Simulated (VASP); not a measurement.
Here is a VASP 6.6.1 calculation.

File POSCAR:

```
MgS
1.0
    0.0000000000      2.7057160000      2.4975840000
    2.7057160000      0.0000000000      2.4975840000
    2.7057160000      2.7057160000      0.0000000000
Mg S
1 1
Direct
    0.0000000000      0.0000000000      0.0000000000
    0.5000000000      0.5000000000      0.5000000000
```

The input INCAR.step1:

```
SYSTEM = MgS
PREC = Accurate ; ENCUT = 520
ISMEAR = 0 ; SIGMA = 0.05
LREAL = .False. ; LASPH = .True.
NELM = 80 ; NBANDS = 11
GGA = PE ; ALGO = Normal
EDIFF = 1E-4 ; LWAVE = .True.
LCHARG = .False.
```

The input INCAR.step2:

```
SYSTEM = MgS
PREC = Accurate ; ENCUT = 520
EDIFF = 1E-6 ; ISMEAR = 0
SIGMA = 0.05 ; LREAL = .False.
LASPH = .True. ; NELM = 80
ALGO = Normal ; ISIF = 2
LWAVE = .False. ; LCHARG = .False.
METAGGA = R2SCAN ; LMIXTAU = .True.
NBANDS = 11 ; ISTART = 1
```

KPOINTS

```
regular mesh
0
Gamma
  8 8 8
  0 0 0
```

Potentials or basis: VASP PAW PBE potentials, release 64 (Mg, S).

Run with:

```console
$ cat potpaw_PBE.64/Mg/POTCAR potpaw_PBE.64/S/POTCAR > POTCAR
$ cp INCAR.step1 INCAR
$ mpirun -np 1 vasp_std > vasp.out
$ cp INCAR.step2 INCAR
$ mpirun -np 1 vasp_std > vasp.out
```

Estimate the band gap on the k mesh.

3.05 eV, indirect (least direct gap 4.18 eV).

Estimate the pressure.

-2.2 GPa.

Stress tensor (GPa, compression positive):
```
-4.84  0.00  0.00
 0.00 -4.84  0.00
 0.00  0.00  3.02
```

Caveat: the cell differs from its parent crystal (strain +0.040 along x and y, -0.040 along z); the PAW data sets were made with another functional, which shifts forces and pressure a little. A k mesh can miss the band edges.
